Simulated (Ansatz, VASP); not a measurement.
## SnTe: VASP beside Ansatz

INCAR

```
ALGO = Normal
EDIFF = 1E-6
ENCUT = 520
GGA = PE
ISIF = 2
ISMEAR = -1
LASPH = T
LCHARG = F
LREAL = F
LWAVE = F
NBANDS = 17
NELM = 80
PREC = Accurate
SIGMA = 0.02
```

KPOINTS

```
k-points
0
Gamma
  4 4 4
```

Contents of POSCAR:

```
SnTe
1.0
    3.8918236295      0.0000000000      0.0000000000
    0.0000000000      3.8918236295      0.0000000000
    0.0000000000      0.0000000000      3.8918236295
Sn Te
1 1
Direct
    0.0000000000      0.0000000000      0.0000000000
    0.5000000000      0.5000000000      0.5000000000
```

Input for Ansatz:

```yaml
crystal:
  lattice:
    - [3.8918236295, 0.0, 0.0]
    - [0.0, 3.8918236295, 0.0]
    - [0.0, 0.0, 3.8918236295]
  atoms:
    - { symbol: Sn, position: [0.0, 0.0, 0.0] }
    - { symbol: Te, position: [0.5, 0.5, 0.5] }
kpoints:
  mp_grid: { grid: [4, 4, 4] }
hamiltonian:
  xc: pbe
scf:
  occupations: { method: fermi_dirac, width: 0.02 }
  n_extra_bands: 4
output:
  forces: true
  stress: true
  eigenvalues: true
```

Alike in both runs: task single point; functional PBE; k mesh 4 × 4 × 4; occupations fermi-dirac, width 0.02 eV; no spin polarisation.

|  | VASP | Ansatz |
| --- | --- | --- |
| version | VASP 6.6.1 | Ansatz 0.2.0 |
| potentials or method | VASP PAW PBE potentials, release 64 (Sn_d, Te) | plane waves, PAW |
| plane-wave cutoff (eV) | 520 | 420 |
| valence electrons in the cell | 20 | 30 |

Ansatz gave:

```
pressure (GPa) : -0.1
```

Q: Which values does VASP return?

A: Pressure (GPa): -0.2.

The functional is the same, so the differences come from potentials, cutoffs and numerics. VASP's potentials hold 20 valence electrons a cell and Ansatz's 30, so a difference there can come from the potentials and not from the codes.

The k mesh is coarse, so the values compare programs but aren't converged. Neither program's run includes spin-orbit coupling.
